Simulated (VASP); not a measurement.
# Pb (Fm-3m) in VASP: notebook

Aim: see how the results for Pb move with the level of theory and the settings. Levels: LDA, PBEsol. Tasks: electric field gradients.

Everything below comes from runs of VASP 6.6.1. Logs are shortened: lines on timing, memory, paths and dates and some standing lists are left out, and cuts for length are marked.

### Step 1. The cell of the first run

The structure is cubic, space group Fm-3m (No. 225). The conventional cell has a = 4.950 Å, b = 4.950 Å, c = 4.950 Å, α = 90.00°, β = 90.00°, γ = 90.00°. Within 4.6 Å of Pb (site symmetry m-3m) lie 12 Pb at 3.50 Å.

### Step 2. Electric field gradients, LDA

The input, INCAR:

```
PREC = Accurate ; ENCUT = 520
EDIFF = 1E-8 ; ISMEAR = -1
SIGMA = 0.05 ; LREAL = False
LASPH = True ; NELM = 60
ALGO = Normal ; ISIF = 2
LWAVE = False ; LCHARG = False
LEFG = True ; NBANDS = 66
```

The input, KPOINTS:

```
Automatic mesh
0
Gamma
  6 6 6
```

The input, POSCAR:

```
Pb
1.0
    0.0000000000      4.9500400000      4.9500400000
    4.9500400000      0.0000000000      4.9500400000
    4.9500400000      4.9500400000      0.0000000000
Pb
8
Direct
    0.0000000000      0.0000000000      0.0000000000
    0.0000000000      0.0000000000      0.5000000000
    0.0000000000      0.5000000000      0.0000000000
    0.0000000000      0.5000000000      0.5000000000
    0.5000000000      0.0000000000      0.0000000000
    0.5000000000      0.0000000000      0.5000000000
    0.5000000000      0.5000000000      0.0000000000
    0.5000000000      0.5000000000      0.5000000000
```

Potentials or basis: VASP PAW LDA potentials, release 64 (Pb_d).

On the command line:

```bash
$ cat potpaw_LDA.64/Pb_d/POTCAR > POTCAR
$ mpirun -np 1 vasp_std > vasp.out
```

OUTCAR:

```text
PREC = Accurate
   ENCUT = 520
   EDIFF = 1E-8
   ISMEAR = -1
   LREAL = False
   LASPH = True
   NELM = 60
   ISIF = 2

 ion  position               nearest neighbor table
   1  0.000  0.000  0.000-   2 3.50   3 3.50   5 3.50   2 3.50   4 3.50   6 3.50   3 3.50   4 3.50
                             7 3.50   5 3.50   6 3.50   7 3.50
   2  0.000  0.000  0.500-   1 3.50   4 3.50   6 3.50   1 3.50   3 3.50   5 3.50   3 3.50   4 3.50
                             8 3.50   5 3.50   6 3.50   8 3.50
   3  0.000  0.500  0.000-   1 3.50   4 3.50   7 3.50   2 3.50   4 3.50   8 3.50   1 3.50   2 3.50
                             5 3.50   5 3.50   7 3.50   8 3.50
   4  0.000  0.500  0.500-   2 3.50   3 3.50   8 3.50   1 3.50   3 3.50   7 3.50   1 3.50   2 3.50
                             6 3.50   6 3.50   7 3.50   8 3.50
   5  0.500  0.000  0.000-   1 3.50   6 3.50   7 3.50   2 3.50   6 3.50   8 3.50   3 3.50   7 3.50
                             8 3.50   1 3.50   2 3.50   3 3.50
   6  0.500  0.000  0.500-   2 3.50   5 3.50   8 3.50   1 3.50   5 3.50   7 3.50   4 3.50   7 3.50
                             8 3.50   1 3.50   2 3.50   4 3.50
   7  0.500  0.500  0.000-   3 3.50   5 3.50   8 3.50   4 3.50   6 3.50   8 3.50   1 3.50   5 3.50
                             6 3.50   1 3.50   3 3.50   4 3.50
   8  0.500  0.500  0.500-   4 3.50   6 3.50   7 3.50   3 3.50   5 3.50   7 3.50   2 3.50   5 3.50
                             6 3.50   2 3.50   3 3.50   4 3.50
[... 6 lines left out ...]
 A1 = (   0.0000000000,   4.9500400000,   4.9500400000)
 A2 = (   4.9500400000,   0.0000000000,   4.9500400000)
 A3 = (   4.9500400000,   4.9500400000,   0.0000000000)

Analysis of symmetry for initial positions (statically):
=====================================================================
 Subroutine PRICEL returns following result:

  LATTYP: Found a face centered cubic cell.
 ALAT       =     4.9500400000

  Lattice vectors:

 A1 = (   0.0000000000,   2.4750200000,   2.4750200000)
 A2 = (   2.4750200000,   0.0000000000,   2.4750200000)
 A3 = (   2.4750200000,   2.4750200000,   0.0000000000)

   8 primitive cells build up your supercell.

 Routine SETGRP: Setting up the symmetry group for a
 face centered cubic supercell.

 Subroutine GETGRP returns: Found 48 space group operations
 (whereof 48 operations were pure point group operations)
 out of a pool of 48 trial point group operations.

The static configuration has the point symmetry O_h .

Analysis of symmetry for dynamics (positions and initial velocities):
=====================================================================
 Subroutine PRICEL returns following result:

  LATTYP: Found a face centered cubic cell.
 ALAT       =     4.9500400000

  Lattice vectors:

 A1 = (   0.0000000000,   2.4750200000,   2.4750200000)
 A2 = (   2.4750200000,   0.0000000000,   2.4750200000)
 A3 = (   2.4750200000,   2.4750200000,   0.0000000000)

   8 primitive cells build up your supercell.

 Routine SETGRP: Setting up the symmetry group for a
 face centered cubic supercell.

 Subroutine GETGRP returns: Found 48 space group operations
 (whereof 48 operations were pure point group operations)
 out of a pool of 48 trial point group operations.

The dynamic configuration has the point symmetry O_h .

 Subroutine INISYM returns: Found 48 space group operations
 (whereof 48 operations are pure point group operations),
 and found     8 'primitive' translations

----------------------------------------------------------------------------------------

                                     Primitive cell

  volume of cell :      30.3226

  direct lattice vectors                    reciprocal lattice vectors
     0.000000000  2.475020000  2.475020000    -0.202018570  0.202018570  0.202018570
     2.475020000  0.000000000  2.475020000     0.202018570 -0.202018570  0.202018570
[... 78 lines left out ...]
   IBRION =     -1    ionic relax: 0-MD 1-quasi-New 2-CG
   NFREE  =      0    steps in history (QN), initial steepest desc. (CG)
   ISIF   =      2    stress and relaxation
   ISYM   =      2    0-nonsym 1-usesym 2-fastsym
   POTIM  = 0.5000    time-step for ionic-motion
   TEBEG  =    0.0;   TEEND  =   0.0 temperature during run
   PSTRESS=    0.0 pullay stress
   NELECT =     112.0000    total number of electrons
   NUPDOWN=      -1.0000    fix difference up-down
   EMIN   =  10.00;   EMAX   =-10.00  energy-range for DOS
   EFERMI =   0.00;   METHOD = LEGACY
   ISMEAR =    -1;   SIGMA  =   0.05  broadening in eV -4-tet -1-fermi 0-gaus
   EFERMI_NEDOS =   21; number of points for ismear=-14 and -15
   IALGO  =     38    algorithm
   IMIX   =      4    mixing-type and parameters
     AMIX     =   0.40;   BMIX     =  1.00
     AMIX_MAG =   1.60;   BMIX_MAG =  1.00
  volume/ion in A,a.u.               =      30.32       204.63
  Fermi-wavevector in a.u.,A,eV,Ry     =   1.265306  2.391081 21.782907  1.600999
  Thomas-Fermi vector in A             =   2.398566
   LORBIT       =      0    0 simple, 1 ext, 2 COOP (PROOUT), +10 PAW based schemes
   GGA     = CA    functional components
   LHFCALC =     F    Hartree Fock is set to
   AEXX    =    0.0000 exact exchange contribution
   IVDW    =     0    specifies the selected vdW correction
   LEPSILON=     F    determine dielectric tensor
   LRPA    =     F    only Hartree local field effects (RPA)
 non-spin polarized calculation
  energy-cutoff  :      520.00
  volume of cell :      242.58
 maximum number of plane-waves:      6574
 NGX is ok and might be reduce to    54
   NGX = 25   NGY = 25   NGZ = 25

 number of electron     111.9999979 magnetization

 Free energy of the ion-electron system (eV)
  ---------------------------------------------------
  ext. energy  EPLUGINS =         0.00000000
  ---------------------------------------------------
  free energy    TOTEN  =       -33.89016814 eV

  energy without entropy =      -33.81719782  energy(sigma->0) =      -33.85368298

 E-fermi :   7.0429     XC(G=0): -10.4540

 val. band max:        7.0353580730   @ k =   0.5000   0.1667   0.0000
 cond. band min:       7.1087215268   @ k =   0.3333   0.1667   0.0000
 fundamental gap:      0.0733634538
 Fermi energy:         7.0429025992

 k-point     1 :       0.0000    0.0000    0.0000
  band No.  band energies     occupation
      1     -10.1599      2.00000
      2     -10.1599      2.00000
      3     -10.1599      2.00000
      4     -10.0694      2.00000
      5     -10.0694      2.00000
      6     -10.0694      2.00000
[... 1093 lines left out ...]
     65      10.1210      0.00000
     66      10.1220      0.00000

------------------------ aborting loop because EDIFF is reached ----------------------------------------

  FORCE on cell =-STRESS in cart. coord.  units (eV):
  Direction    XX          YY          ZZ          XY          YZ          ZX
  --------------------------------------------------------------------------------------
  -------------------------------------------------------------------------------------
  Total       -2.5678434     -2.5678434     -2.5678434     -0.0000000      0.0000000      0.0000000
  in kB      -16.9598886    -16.9598886    -16.9598886     -0.0000000      0.0000000      0.0000000
  external PRESSURE =     -16.9598886 kB  Pullay stress =       0.0000000 kB

 VOLUME and BASIS-vectors are now :
 -----------------------------------------------------------------------------
  energy-cutoff  :      520.00
  volume of cell :      242.58
      direct lattice vectors                 reciprocal lattice vectors
     0.000000000  4.950040000  4.950040000    -0.101009285  0.101009285  0.101009285
     4.950040000  0.000000000  4.950040000     0.101009285 -0.101009285  0.101009285
     4.950040000  4.950040000  0.000000000     0.101009285  0.101009285 -0.101009285

 POSITION                                       TOTAL-FORCE (eV/Angst)
 -----------------------------------------------------------------------------------
      0.00000      0.00000      0.00000         0.000000     -0.000000     -0.000000
      2.47502      2.47502      0.00000         0.000000      0.000000     -0.000000
      2.47502      0.00000      2.47502        -0.000000      0.000000      0.000000
      4.95004      2.47502      2.47502        -0.000000     -0.000000      0.000000
      0.00000      2.47502      2.47502         0.000000      0.000000     -0.000000
      2.47502      4.95004      2.47502        -0.000000     -0.000000      0.000000
      2.47502      2.47502      4.95004        -0.000000     -0.000000      0.000000
      4.95004      4.95004      4.95004         0.000000     -0.000000     -0.000000
 -----------------------------------------------------------------------------------
    total drift:                               -0.000000      0.000000     -0.000000

  FREE ENERGIE OF THE ION-ELECTRON SYSTEM (eV)
  ---------------------------------------------------
  free  energy   TOTEN  =       -33.8901681361 eV

  energy  without entropy=      -33.8171978194  energy(sigma->0) =      -33.85368298

 Electric field gradients (V/A^2)
---------------------------------------------------------------------
 ion       V_xx      V_yy      V_zz      V_xy      V_xz      V_yz
---------------------------------------------------------------------
   1       0.000     0.000    -0.000    -0.001    -0.001    -0.001
   2       0.000     0.000    -0.000    -0.001    -0.001    -0.001
   3       0.000     0.000    -0.000    -0.001    -0.001    -0.001
   4       0.000     0.000    -0.000    -0.001    -0.001    -0.001
   5       0.000     0.000    -0.000    -0.001    -0.001    -0.001
   6       0.000     0.000    -0.000    -0.001    -0.001    -0.001
   7       0.000     0.000    -0.000    -0.001    -0.001    -0.001
   8       0.000     0.000    -0.000    -0.001    -0.001    -0.001
---------------------------------------------------------------------

 Electric field gradients after diagonalization (V/A^2)
 (convention: |V_zz| > |V_xx| > |V_yy|)
----------------------------------------------------------------------
 ion       V_xx      V_yy      V_zz     asymmetry (V_yy - V_xx)/ V_zz
----------------------------------------------------------------------
   1       0.001     0.001    -0.002       0.000
   2       0.001     0.001    -0.002       0.000
   3       0.001     0.001    -0.002       0.000
   4       0.001     0.001    -0.002       0.000
   5       0.001     0.001    -0.002       0.000
   6       0.001     0.001    -0.002       0.000
   7       0.001     0.001    -0.002       0.000
   8       0.001     0.001    -0.002       0.000
----------------------------------------------------------------------

           NMR quadrupolar parameters

 Cq : quadrupolar parameter    Cq=e*Q*V_zz/h
 eta: asymmetry parameters     (V_yy - V_xx)/ V_zz
 Q  : nuclear electric quadrupole moment in mb (millibarn)
----------------------------------------------------------------------
 ion       Cq(MHz)       eta       Q (mb)
----------------------------------------------------------------------
   1      -0.000       0.000       1.000
   2      -0.000       0.000       1.000
   3      -0.000       0.000       1.000
   4      -0.000       0.000       1.000
   5      -0.000       0.000       1.000
   6      -0.000       0.000       1.000
   7      -0.000       0.000       1.000
   8      -0.000       0.000       1.000
----------------------------------------------------------------------
```

It took 3.8 min on 1 thread of Intel Xeon Platinum 8375C at 2.90GHz (Ice Lake), shared host; peak memory 0.38 GiB.

Results:

```
Free energy                             : -33.8902 eV
Pressure                                : -1.7 GPa
Band gap on the k mesh                  : zero (bands 56 and 57 overlap by 2.06 eV)
Largest electric field gradient by atom : zero within the noise of the run
```

Levels at points of the mesh, in eV from the Fermi level:
| k point | band 54 | band 55 | band 56 | band 57 | band 58 | band 59 |
| --- | --- | --- | --- | --- | --- | --- |
| (0.00, 0.00, 0.00) | -3.31 | -3.31 | 1.98 | 1.98 | 1.98 | 1.98 |
| (0.50, 0.00, 0.00) | -2.48 | 0.71 | 0.71 | 0.99 | 0.99 | 0.99 |
| (0.50, 0.50, 0.00) | -1.13 | -1.13 | -1.13 | 0.24 | 0.24 | 0.41 |

Caveat: spin-orbit coupling is left out, which moves the levels of the heavy elements.

### Step 3. Electric field gradients, PBEsol

The input, INCAR:

```
ALGO     = Normal         # electronic algorithm
EDIFF    = 1E-8           # SCF threshold, eV
ENCUT    = 520            # plane-wave cutoff, eV
GGA      = PS             # functional
ISIF     = 2              # what is computed and relaxed
ISMEAR   = -1             # smearing method
LASPH    = T              # aspherical terms in the spheres
LCHARG   = F              # write CHGCAR
LEFG     = T            
LREAL    = F              # projectors in reciprocal space
LWAVE    = F              # write WAVECAR
NBANDS   = 66             # bands
NELM     = 100            # most SCF steps
PREC     = Accurate       # precision mode
SIGMA    = 0.05           # smearing width, eV
```

The input, KPOINTS:

```
k-points
0
Gamma
  6 6 6
```

POSCAR is that of step 2.

Potentials or basis: VASP PAW PBE potentials, release 64 (Pb_d).

On the command line:

```bash
$ cat potpaw_PBE.64/Pb_d/POTCAR > POTCAR
$ mpirun -np 1 vasp_std > vasp.out
```

OUTCAR:

```text
EDIFF = 1E-8
   ENCUT = 520
   GGA = PS
   ISIF = 2
   ISMEAR = -1
   LASPH = T
   LREAL = F
   NELM = 100
   PREC = Accurate

 ion  position               nearest neighbor table
   1  0.000  0.000  0.000-   2 3.50   3 3.50   5 3.50   2 3.50   4 3.50   6 3.50   3 3.50   4 3.50
                             7 3.50   5 3.50   6 3.50   7 3.50
   2  0.000  0.000  0.500-   1 3.50   4 3.50   6 3.50   1 3.50   3 3.50   5 3.50   3 3.50   4 3.50
                             8 3.50   5 3.50   6 3.50   8 3.50
   3  0.000  0.500  0.000-   1 3.50   4 3.50   7 3.50   2 3.50   4 3.50   8 3.50   1 3.50   2 3.50
                             5 3.50   5 3.50   7 3.50   8 3.50
   4  0.000  0.500  0.500-   2 3.50   3 3.50   8 3.50   1 3.50   3 3.50   7 3.50   1 3.50   2 3.50
                             6 3.50   6 3.50   7 3.50   8 3.50
   5  0.500  0.000  0.000-   1 3.50   6 3.50   7 3.50   2 3.50   6 3.50   8 3.50   3 3.50   7 3.50
                             8 3.50   1 3.50   2 3.50   3 3.50
   6  0.500  0.000  0.500-   2 3.50   5 3.50   8 3.50   1 3.50   5 3.50   7 3.50   4 3.50   7 3.50
                             8 3.50   1 3.50   2 3.50   4 3.50
   7  0.500  0.500  0.000-   3 3.50   5 3.50   8 3.50   4 3.50   6 3.50   8 3.50   1 3.50   5 3.50
                             6 3.50   1 3.50   3 3.50   4 3.50
   8  0.500  0.500  0.500-   4 3.50   6 3.50   7 3.50   3 3.50   5 3.50   7 3.50   2 3.50   5 3.50
                             6 3.50   2 3.50   3 3.50   4 3.50
[... 6 lines left out ...]
 A1 = (   0.0000000000,   4.9500400000,   4.9500400000)
 A2 = (   4.9500400000,   0.0000000000,   4.9500400000)
 A3 = (   4.9500400000,   4.9500400000,   0.0000000000)

Analysis of symmetry for initial positions (statically):
=====================================================================
 Subroutine PRICEL returns following result:

  LATTYP: Found a face centered cubic cell.
 ALAT       =     4.9500400000

  Lattice vectors:

 A1 = (   0.0000000000,   2.4750200000,   2.4750200000)
 A2 = (   2.4750200000,   0.0000000000,   2.4750200000)
 A3 = (   2.4750200000,   2.4750200000,   0.0000000000)

[... 1299 lines left out ...]

 POSITION                                       TOTAL-FORCE (eV/Angst)
 -----------------------------------------------------------------------------------
      0.00000      0.00000      0.00000         0.000000      0.000000      0.000000
      2.47502      2.47502      0.00000        -0.000000     -0.000000     -0.000000
      2.47502      0.00000      2.47502         0.000000      0.000000      0.000000
      4.95004      2.47502      2.47502         0.000000     -0.000000     -0.000000
      0.00000      2.47502      2.47502        -0.000000      0.000000      0.000000
      2.47502      4.95004      2.47502        -0.000000     -0.000000     -0.000000
      2.47502      2.47502      4.95004        -0.000000      0.000000      0.000000
      4.95004      4.95004      4.95004         0.000000      0.000000     -0.000000
 -----------------------------------------------------------------------------------
    total drift:                               -0.000000      0.000000     -0.000000

  FREE ENERGIE OF THE ION-ELECTRON SYSTEM (eV)
  ---------------------------------------------------
  free  energy   TOTEN  =       -31.9070245190 eV

  energy  without entropy=      -31.8339509059  energy(sigma->0) =      -31.87048771

 Electric field gradients (V/A^2)
---------------------------------------------------------------------
 ion       V_xx      V_yy      V_zz      V_xy      V_xz      V_yz
---------------------------------------------------------------------
   1       0.000     0.000    -0.000    -0.001    -0.001    -0.001
   2      -0.000     0.000    -0.000    -0.001    -0.001    -0.001
   3       0.000     0.000    -0.000    -0.001    -0.001    -0.001
   4       0.000     0.000    -0.000    -0.001    -0.001    -0.001
   5       0.000     0.000    -0.000    -0.001    -0.001    -0.001
   6       0.000     0.000    -0.000    -0.001    -0.001    -0.001
   7       0.000     0.000    -0.000    -0.001    -0.001    -0.001
   8      -0.000     0.000    -0.000    -0.001    -0.001    -0.001
---------------------------------------------------------------------

 Electric field gradients after diagonalization (V/A^2)
 (convention: |V_zz| > |V_xx| > |V_yy|)
----------------------------------------------------------------------
 ion       V_xx      V_yy      V_zz     asymmetry (V_yy - V_xx)/ V_zz
----------------------------------------------------------------------
   1       0.001     0.001    -0.002       0.000
   2       0.001     0.001    -0.002       0.000
   3       0.001     0.001    -0.002       0.000
   4       0.001     0.001    -0.002       0.000
   5       0.001     0.001    -0.002       0.000
   6       0.001     0.001    -0.002       0.000
   7       0.001     0.001    -0.002       0.000
   8       0.001     0.001    -0.002       0.000
----------------------------------------------------------------------

           NMR quadrupolar parameters

 Cq : quadrupolar parameter    Cq=e*Q*V_zz/h
 eta: asymmetry parameters     (V_yy - V_xx)/ V_zz
 Q  : nuclear electric quadrupole moment in mb (millibarn)
----------------------------------------------------------------------
 ion       Cq(MHz)       eta       Q (mb)
----------------------------------------------------------------------
   1      -0.000       0.000       1.000
   2      -0.000       0.000       1.000
   3      -0.000       0.000       1.000
   4      -0.000       0.000       1.000
   5      -0.000       0.000       1.000
   6      -0.000       0.000       1.000
   7      -0.000       0.000       1.000
   8      -0.000       0.000       1.000
----------------------------------------------------------------------
```

Run time: 4.4 min. Hardware: 1 thread of Intel Xeon Platinum 8375C at 2.90GHz (Ice Lake), shared host; peak memory 0.49 GiB.

What came out:

```
Free energy                             : -31.9070 eV
Pressure                                : -0.3 GPa
Band gap on the k mesh                  : zero (bands 56 and 57 overlap by 2.07 eV)
Largest electric field gradient by atom : zero within the noise of the run
```

Caveat: the PAW data sets were made with another functional, which shifts forces and pressure a little; spin-orbit coupling is left out, which moves the levels of the heavy elements.
